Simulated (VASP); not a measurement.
A run of VASP 6.6.1:

The input INCAR:

```
ALGO = Normal
EDIFF = 1E-6
ENCUT = 520
GGA = PE
ISIF = 2
ISMEAR = 0
IVDW = 12
LASPH = T
LCHARG = F
LREAL = F
LWAVE = F
NBANDS = 26
NELM = 100
PREC = Accurate
SIGMA = 0.02
```

Contents of KPOINTS:

```
k-points
0
Gamma
  8 6 4
```

File POSCAR:

```
NaP2
1.0
    3.3288065100     -0.0518183567     -0.2993318669
   -1.5162496676      5.6156797809      0.1716101752
   -1.0179095115     -1.0724350460      7.3373949397
Na P
2 4
Direct
   -0.0077018138      0.8001290609      0.1923896134
    1.0077018138      0.1998709391      0.8076103866
    0.7139829104      0.6584886362      0.7762172801
    0.8690899329      0.3113599708      0.4212428785
    0.2860170896      0.3415113638      0.2237827199
    0.1309100671      0.6886400292      0.5787571215
```

Potentials or basis: VASP PAW PBE potentials, release 64 (Na_pv, P).

Launch:

```console
$ cat potpaw_PBE.64/Na_pv/POTCAR potpaw_PBE.64/P/POTCAR > POTCAR
$ mpirun -np 1 vasp_std > vasp.out
```

Hardware: 1 thread of Intel(R) Xeon(R) 6975P-C (Granite Rapids) (shared host).

**Question.** How long does it take, and how much memory?

**Answer.** It took 2.2 min on 1 thread of Intel(R) Xeon(R) 6975P-C (Granite Rapids) (shared host), peak memory 0.43 GiB. Counts: scf iterations 14, k points 100.
